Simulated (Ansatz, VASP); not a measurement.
# One calculation of CdS, two programs

```xyz
2
Lattice="0.0000 2.7272 2.7272 2.7272 0.0000 2.7272 2.7272 2.7272 0.0000" Properties=species:S:1:pos:R:3 pbc="T T T"
Cd    0.0000    0.0000    0.0000
S     2.7272    2.7272    2.7272
```

Alike in both runs: functional r2SCAN; k mesh 6 × 6 × 6; occupations fermi-dirac, width 0.01 eV; no spin polarisation.

Ansatz relaxed the structure, and its values are those at the end. VASP's run is a single point on that final structure, the one shown.

|  | VASP | Ansatz |
| --- | --- | --- |
| version | VASP 6.6.1 | Ansatz 0.2.0 |
| potentials or method | VASP PAW PBE potentials, release 64 (Cd, S) | plane waves, PAW |
| plane-wave cutoff (eV) | 520 | 500 |
| valence electrons in the cell | 18 | 26 |

|  | VASP | Ansatz | Ansatz less VASP |
| --- | --- | --- | --- |
| pressure (GPa) | 0.5 | 0.0 | -0.48 |

VASP's potentials were made for PBE, not for r2SCAN. VASP's potentials hold 18 valence electrons a cell and Ansatz's 26, so a difference there can come from the potentials and not from the codes. Ansatz's warnings: stress scf threshold loose.
